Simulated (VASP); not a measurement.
# Cd (Fm-3m) in VASP: a series of runs

The runs below take Cd through single point, with BLYP.

Everything below comes from runs of VASP 6.6.1. Logs are shortened: lines on timing, memory, paths and dates and some standing lists are left out, and cuts for length are marked.

### Step 1. The cell of the first run

It takes space group Fm-3m (No. 225, cubic). The conventional cell has a = 4.666 Å, b = 4.666 Å, c = 4.666 Å, α = 90.00°, β = 90.00°, γ = 90.00°. Cd (site symmetry m-3m) has 12 Cd at 3.30 Å within 4.3 Å.

This isn't the form of Cd at room conditions, which is hcp.

### Step 2. Single point, BLYP (25.40 Å³/atom)

File INCAR:

```
AGGAC = 1.0
AGGAX = 1.0
ALDAC = 0.0
ALDAX = 1.0
ALGO = Normal
EDIFF = 1E-6
ENCUT = 520
GGA = B5
ISIF = 2
ISMEAR = -1
LASPH = True
LCHARG = False
LREAL = False
LWAVE = False
NBANDS = 12
NELM = 60
PREC = Accurate
SIGMA = 0.1
```

File KPOINTS:

```
k-points
0
Gamma
  13 13 13
```

File POSCAR:

```
Cd
1.0
    0.0000000000      2.3331972592      2.3331972592
    2.3331972592      0.0000000000      2.3331972592
    2.3331972592      2.3331972592      0.0000000000
Cd
1
Direct
    0.0000000000      0.0000000000      0.0000000000
```

Potentials or basis: VASP PAW PBE potentials, release 64 (Cd).

The run is started by

```console
> cat potpaw_PBE.64/Cd/POTCAR > POTCAR
> mpirun -np 1 vasp_std > vasp.out
```

OUTCAR:

```text
EDIFF = 1E-6
   ENCUT = 520
   GGA = B5
   ISIF = 2
   ISMEAR = -1
   LASPH = True
   LREAL = False
   NELM = 60
   PREC = Accurate

 ion  position               nearest neighbor table
   1  0.000  0.000  0.000-

  LATTYP: Found a face centered cubic cell.
 ALAT       =     4.6663945184

  Lattice vectors:

 A1 = (   0.0000000000,   2.3331972592,   2.3331972592)
 A2 = (   2.3331972592,   0.0000000000,   2.3331972592)
 A3 = (   2.3331972592,   2.3331972592,   0.0000000000)

Analysis of symmetry for initial positions (statically):
=====================================================================
 Subroutine PRICEL returns:
 Original cell was already a primitive cell.

 Routine SETGRP: Setting up the symmetry group for a
 face centered cubic supercell.

 Subroutine GETGRP returns: Found 48 space group operations
 (whereof 48 operations were pure point group operations)
 out of a pool of 48 trial point group operations.

The static configuration has the point symmetry O_h .

Analysis of symmetry for dynamics (positions and initial velocities):
=====================================================================
 Subroutine PRICEL returns:
 Original cell was already a primitive cell.

 Routine SETGRP: Setting up the symmetry group for a
 face centered cubic supercell.

 Subroutine GETGRP returns: Found 48 space group operations
 (whereof 48 operations were pure point group operations)
 out of a pool of 48 trial point group operations.

The dynamic configuration has the point symmetry O_h .

 Subroutine INISYM returns: Found 48 space group operations
 (whereof 48 operations are pure point group operations),
 and found     1 'primitive' translations

----------------------------------------------------------------------------------------

                                     Primitive cell

  volume of cell :      25.4030

  direct lattice vectors                    reciprocal lattice vectors
     0.000000000  2.333197259  2.333197259    -0.214298212  0.214298212  0.214298212
     2.333197259  0.000000000  2.333197259     0.214298212 -0.214298212  0.214298212
     2.333197259  2.333197259  0.000000000     0.214298212  0.214298212 -0.214298212

  length of vectors
     3.299639208  3.299639208  3.299639208     0.371175390  0.371175390  0.371175390

  position of ions in fractional coordinates (direct lattice)
     0.000000000  0.000000000  0.000000000

  ion indices of the primitive-cell ions
   primitive index   ion index
                 1           1

----------------------------------------------------------------------------------------

 KPOINTS: k-points

Automatic generation of k-mesh.
 Grid dimensions read from file:
 generate k-points for:   13   13   13

 Generating k-lattice:

  Cartesian coordinates                     Fractional coordinates (reciprocal lattice)
    -0.016484478  0.016484478  0.016484478     0.076923077  0.000000000  0.000000000
     0.016484478 -0.016484478  0.016484478     0.000000000  0.076923077  0.000000000
     0.016484478  0.016484478 -0.016484478     0.000000000  0.000000000  0.076923077

  Length of vectors
     0.028551953  0.028551953  0.028551953

  Shift w.r.t. Gamma in fractional coordinates (k-lattice)
     0.000000000  0.000000000  0.000000000

 Subroutine IBZKPT returns following result:
 ===========================================

 Found     84 irreducible k-points:

 Following reciprocal coordinates:
            Coordinates               Weight
  0.000000  0.000000  0.000000      1.000000
  0.076923  0.000000  0.000000      8.000000
  0.153846  0.000000  0.000000      8.000000
  0.230769  0.000000  0.000000      8.000000
  0.307692  0.000000  0.000000      8.000000
  0.384615  0.000000  0.000000      8.000000
[... 16 lines left out ...]
  0.384615  0.153846  0.000000     24.000000
  0.461538  0.153846  0.000000     24.000000
 [... further k-points ...]
   k-points           NKPTS =     84   k-points in BZ     NKDIM =     84   number of bands    NBANDS=     12
   number of dos      NEDOS =    301   number of ions     NIONS =      1
   total plane-waves  NPLWV =  21952
   dimension x,y,z NGX =    28 NGY =   28 NGZ =   28
   dimension x,y,z NGXF=    56 NGYF=   56 NGZF=   56
   ions per type =               1
   NGX,Y,Z   is equivalent  to a cutoff of  14.11, 14.11, 14.11 a.u.
   NGXF,Y,Z  is equivalent  to a cutoff of  28.21, 28.21, 28.21 a.u.
 SYSTEM =  unknown system
   PREC   = accura    normal or accurate (medium, high low for compatibility)
   ISTART =      0    job   : 0-new  1-cont  2-samecut
   ICHARG =      2    charge: 1-file 2-atom 10-const
   ISPIN  =      1    spin polarized calculation?
   LNONCOLLINEAR =      F non collinear calculations
   LSORBIT =      F    spin-orbit coupling
   LASPH  =      T    aspherical Exc in radial PAW
   ENCUT  =  520.0 eV  38.22 Ry    6.18 a.u.   6.14  6.14  6.14*2*pi/ulx,y,z
   NELM   =     60;   NELMIN=  2; NELMDL= -5     # of ELM steps
   EDIFF  = 0.1E-05   stopping-criterion for ELM
   LREAL  =      F    real-space projection
   EDIFFG = 0.1E-04   stopping-criterion for IOM
   NSW    =      0    number of steps for IOM
   IBRION =     -1    ionic relax: 0-MD 1-quasi-New 2-CG
   NFREE  =      0    steps in history (QN), initial steepest desc. (CG)
   ISIF   =      2    stress and relaxation
   ISYM   =      2    0-nonsym 1-usesym 2-fastsym
   POTIM  = 0.5000    time-step for ionic-motion
   TEBEG  =    0.0;   TEEND  =   0.0 temperature during run
   PSTRESS=    0.0 pullay stress
   NELECT =      12.0000    total number of electrons
   NUPDOWN=      -1.0000    fix difference up-down
   EMIN   =  10.00;   EMAX   =-10.00  energy-range for DOS
   EFERMI =   0.00;   METHOD = LEGACY
   ISMEAR =    -1;   SIGMA  =   0.10  broadening in eV -4-tet -1-fermi 0-gaus
   EFERMI_NEDOS =   21; number of points for ismear=-14 and -15
   IALGO  =     38    algorithm
   IMIX   =      4    mixing-type and parameters
     AMIX     =   0.40;   BMIX     =  1.00
     AMIX_MAG =   1.60;   BMIX_MAG =  1.00
  volume/ion in A,a.u.               =      25.40       171.43
  Fermi-wavevector in a.u.,A,eV,Ry     =   1.274991  2.409384 22.117659  1.625602
  Thomas-Fermi vector in A             =   2.407728
   LORBIT       =      0    0 simple, 1 ext, 2 COOP (PROOUT), +10 PAW based schemes
   GGA     = B5    functional components
   LHFCALC =     F    Hartree Fock is set to
   AEXX    =    0.0000 exact exchange contribution
   IVDW    =     0    specifies the selected vdW correction
   LEPSILON=     F    determine dielectric tensor
   LRPA    =     F    only Hartree local field effects (RPA)
 non-spin polarized calculation
  energy-cutoff  :      520.00
  volume of cell :       25.40
 maximum number of plane-waves:       701
 NGX is ok and might be reduce to    28
   NGX = 13   NGY = 13   NGZ = 13

 number of electron      12.0000003 magnetization

 Free energy of the ion-electron system (eV)
  ---------------------------------------------------
  ext. energy  EPLUGINS =         0.00000000
  ---------------------------------------------------
  free energy    TOTEN  =        -0.12652031 eV

  energy without entropy =       -0.11397184  energy(sigma->0) =       -0.12024607

 E-fermi :   2.2378     XC(G=0):  -9.6559

 val. band max:        2.1899554181   @ k =  -0.3846   0.3846   0.0769
 cond. band min:       2.3540313174   @ k =  -0.3077   0.3846   0.1538
 fundamental gap:      0.1640758993
 Fermi energy:         2.2378313904

 k-point     1 :       0.0000    0.0000    0.0000
  band No.  band energies     occupation
      1      -6.5893      2.00000
      2      -6.5893      2.00000
      3      -6.5893      2.00000
      4      -6.2660      2.00000
      5      -6.2660      2.00000
      6      -5.4223      2.00000
      7      15.5773      0.00000
      8      15.5773      0.00000
      9      15.5773      0.00000
     10      15.9693      0.00000
     11      19.0676      0.00000
     12      19.0676      0.00000

 k-point     2 :       0.0769    0.0000    0.0000
  band No.  band energies     occupation
      1      -6.5981      2.00000
      2      -6.5713      2.00000
      3      -6.5713      2.00000
      4      -6.2695      2.00000
      5      -6.2695      2.00000
      6      -5.2860      2.00000
      7      13.9133      0.00000
      8      15.3504      0.00000
      9      15.3504      0.00000
     10      15.9145      0.00000
     11      19.4709      0.00000
     12      19.4709      0.00000

 k-point     3 :       0.1538    0.0000    0.0000
  band No.  band energies     occupation
      1      -6.6341      2.00000
      2      -6.5326      2.00000
      3      -6.5326      2.00000
      4      -6.2670      2.00000
      5      -6.2670      2.00000
      6      -4.8628      2.00000
      7      11.2261      0.00000
      8      14.8609      0.00000
      9      14.8609      0.00000
     10      15.9057      0.00000
     11      19.7523      0.00000
     12      20.4567      0.00000
[... 286 lines left out ...]
 k-point    23 :       0.3846    0.1538    0.0000
  band No.  band energies     occupation
      1      -6.7818      2.00000
      2      -6.5542      2.00000
      3      -6.4192      2.00000
      4      -6.2936      2.00000
      5      -6.0270      2.00000
      6      -2.2009      2.00000
      7       5.6561      0.00000
      8      11.4046      0.00000
      9      11.6593      0.00000
     10      13.9013      0.00000
     11      18.9004      0.00000
     12      20.8871      0.00000

 k-point    24 :       0.4615    0.1538    0.0000
  band No.  band energies     occupation
      1      -6.7994      2.00000
      2      -6.5887      2.00000
      3      -6.4477      2.00000
      4      -6.2203      2.00000
      5      -5.9850      2.00000
      6      -0.8063      2.00000
      7       3.4463      0.00001
      8      10.7255      0.00000
      9      11.4783      0.00000
     10      13.8779      0.00000
     11      20.1018      0.00000
     12      20.2136      0.00000

 [... further k-points ...]
[... 5 lines left out ...]
  --------------------------------------------------------------------------------------
  -------------------------------------------------------------------------------------
  Total        0.1479260      0.1479260      0.1479260     -0.0000000      0.0000000      0.0000000
  in kB        9.3297634      9.3297634      9.3297634     -0.0000000      0.0000000      0.0000000
  external PRESSURE =       9.3297634 kB  Pullay stress =       0.0000000 kB

 VOLUME and BASIS-vectors are now :
 -----------------------------------------------------------------------------
  energy-cutoff  :      520.00
  volume of cell :       25.40
      direct lattice vectors                 reciprocal lattice vectors
     0.000000000  2.333197259  2.333197259    -0.214298212  0.214298212  0.214298212
     2.333197259  0.000000000  2.333197259     0.214298212 -0.214298212  0.214298212
     2.333197259  2.333197259  0.000000000     0.214298212  0.214298212 -0.214298212

 POSITION                                       TOTAL-FORCE (eV/Angst)
 -----------------------------------------------------------------------------------
      0.00000      0.00000      0.00000        -0.000000      0.000000     -0.000000
 -----------------------------------------------------------------------------------
    total drift:                               -0.000000     -0.000000     -0.000000

  FREE ENERGIE OF THE ION-ELECTRON SYSTEM (eV)
  ---------------------------------------------------
  free  energy   TOTEN  =        -0.1265203063 eV

  energy  without entropy=       -0.1139718395  energy(sigma->0) =       -0.12024607
```

It took 53 s on 1 thread of Intel Xeon 8259CL, shared host; peak memory 0.17 GiB.

What came out:

* Free energy: -0.1265 eV
* Pressure: 0.9 GPa
* Band gap on the k mesh: zero (bands 6 and 7 overlap by 2.18 eV)

Caveat: the PAW data sets were made with another functional, which shifts forces and pressure a little.

### Step 3. Single point, BLYP (26.46 Å³/atom)

This run uses another cell than the first one, of 26.46 Å³/atom.

File INCAR:

```
  PREC = Accurate
  ENCUT = 520
  EDIFF = 1E-7
  ISMEAR = -1
  SIGMA = 0.1
  LREAL = False
  LASPH = True
  NELM = 60
  ALGO = Normal
  ISIF = 2
  LWAVE = False
  LCHARG = False
  GGA = B5
  ALDAX = 1.0
  AGGAX = 1.0
  AGGAC = 1.0
  ALDAC = 0.0
  NBANDS = 12
```

File KPOINTS:

```
regular mesh
0
Gamma
  13 13 13
```

File POSCAR:

```
Cd
1.0
    0.0000000000      2.3651628377      2.3651628377
    2.3651628377      0.0000000000      2.3651628377
    2.3651628377      2.3651628377      0.0000000000
Cd
1
Direct
    0.0000000000      0.0000000000      0.0000000000
```

Potentials or basis: VASP PAW PBE potentials, release 64 (Cd).

The run is started by

```console
> cat potpaw_PBE.64/Cd/POTCAR > POTCAR
> mpirun -np 1 vasp_std > vasp.out
```

It took 57 s on 1 thread of Intel Xeon 8259CL, shared host; peak memory 0.17 GiB.

It converged, with:

- Free energy: -0.1296 eV
- Pressure: 0.0 GPa
- Band gap on the k mesh: zero (bands 6 and 7 overlap by 1.98 eV)

Levels at points of the mesh, in eV from the Fermi level:
| k point | band 3 | band 4 | band 5 | band 6 | band 7 | band 8 | band 9 | band 10 |
| --- | --- | --- | --- | --- | --- | --- | --- | --- |
| (0.00, 0.00, 0.00) | -8.73 | -8.43 | -8.43 | -7.39 | 12.95 | 12.95 | 12.95 | 13.60 |

Caveat: the PAW data sets were made with another functional, which shifts forces and pressure a little.

### Step 4. Single point, BLYP (27.52 Å³/atom)

This run uses another cell than the first one, of 27.52 Å³/atom.

File INCAR:

```
PREC = Accurate ; ENCUT = 520
EDIFF = 1E-7 ; ISMEAR = -1
SIGMA = 0.1 ; LREAL = F
LASPH = T ; NELM = 60
ALGO = Normal ; ISIF = 2
LWAVE = F ; LCHARG = T
GGA = B5 ; ALDAX = 1.0
AGGAX = 1.0 ; AGGAC = 1.0
ALDAC = 0.0 ; LELF = T
LVHAR = T ; NBANDS = 12
```

KPOINTS is that of step 3.

File POSCAR:

```
Cd
1.0
    0.0000000000      2.3962869706      2.3962869706
    2.3962869706      0.0000000000      2.3962869706
    2.3962869706      2.3962869706      0.0000000000
Cd
1
Direct
    0.0000000000      0.0000000000      0.0000000000
```

The run is started by

```console
> cat potpaw_PBE.64/Cd/POTCAR > POTCAR
> mpirun -np 1 vasp_std > vasp.out
```

Run time: 75 s. Hardware: 1 thread of Intel Xeon 8259CL, shared host; peak memory 0.17 GiB.

The run converged. Its results:

- Free energy: -0.1275 eV
- Pressure: -0.6 GPa
- Band gap on the k mesh: zero (bands 6 and 7 overlap by 1.77 eV)

Levels at points of the mesh, in eV from the Fermi level:
| k point | band 2 | band 3 | band 4 | band 5 | band 6 | band 7 | band 8 | band 9 | band 10 | band 11 |
| --- | --- | --- | --- | --- | --- | --- | --- | --- | --- | --- |
| (0.00, 0.00, 0.00) | -8.64 | -8.64 | -8.37 | -8.37 | -7.14 | 12.57 | 12.57 | 12.57 | 13.47 | 16.06 |

Caveat: the PAW data sets were made with another functional, which shifts forces and pressure a little.

### Step 5. The runs side by side

| cell | gap on the mesh (eV) | pressure (GPa) |
| --- | --- | --- |
| a = 3.300 Å, angles 60.0°, 1 atom | none | 0.9 |
| a = 3.345 Å, angles 60.0°, 1 atom | none | 0.0 |
| a = 3.389 Å, angles 60.0°, 1 atom | none | -0.6 |

Alike in all rows: task single point; level BLYP; potentials or basis VASP PAW PBE potentials, release 64 (Cd); no spin polarisation; k mesh 13 × 13 × 13; cutoff (eV) 520; smearing fermi-dirac 0.1 eV.

Caveats: the PAW data sets were made with another functional, which shifts forces and pressure a little.

Absolute energies hang on the potentials; compare differences alone.

The gap in the log of VASP goes by the Fermi energy; the results here count the filled bands.